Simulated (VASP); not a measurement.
# BN: single point with r2SCAN

BN:

```xyz
2
Lattice="0.0000 1.7458 1.7458 1.7458 0.0000 1.7458 1.7458 1.7458 0.0000" Properties=species:S:1:pos:R:3 pbc="T T T"
B     0.0000    0.0000    0.0000
N     1.7458    1.7458    1.7458
```

```json
{
  "Program": "VASP 6.6.1",
  "Task": "single point",
  "Functional": "r2SCAN",
  "Potentials or basis": "VASP PAW PBE potentials, release 64 (B, N)",
  "Cutoff": "520 eV",
  "k mesh": "8 × 8 × 8",
  "Occupations": "gaussian, width 0.01 eV",
  "Spin": "no spin polarisation"
}
```

```json
{"Pressure": "0.4 GPa", "Band gap on the k mesh": "1.48 eV, indirect (least direct gap 6.51 eV)"}
```

Levels at points of the mesh, in eV from the valence-band top:
```csv
k point,band 1,band 2,band 3,band 4,band 5,band 6,band 7,band 8,band 9
"(0.00, 0.00, 0.00)",-23.57,-0.77,-0.77,-0.77,9.97,13.30,13.30,13.30,19.54
"(0.50, 0.00, 0.00)",-18.20,-13.02,-0.59,-0.59,5.92,5.92,8.08,14.84,24.48
"(0.00, 0.50, 0.00)",-18.20,-13.02,-0.59,-0.59,5.92,5.92,8.08,14.84,24.48
"(0.00, 0.00, 0.50)",-18.20,-13.02,-0.59,-0.59,5.92,5.92,8.08,14.84,24.48
"(0.50, 0.50, 0.50)",-18.20,-13.02,-0.59,-0.59,5.92,5.92,8.08,14.84,24.48
"(0.50, 0.50, 0.00)",-15.36,-12.19,-5.76,-5.76,1.48,9.74,16.02,16.02,17.79
"(0.00, 0.50, 0.50)",-15.36,-12.19,-5.76,-5.76,1.48,9.74,16.02,16.02,17.79
"(0.50, 0.00, 0.50)",-15.36,-12.19,-5.76,-5.76,1.48,9.74,16.02,16.02,17.79
```

Wall time 61 s on 1 thread of Intel Xeon 6975P-C, with other jobs on the host, peak memory 0.14 GiB.

Caveat: the PAW data sets were made with another functional, which shifts forces and pressure a little. A k mesh can miss the band edges.
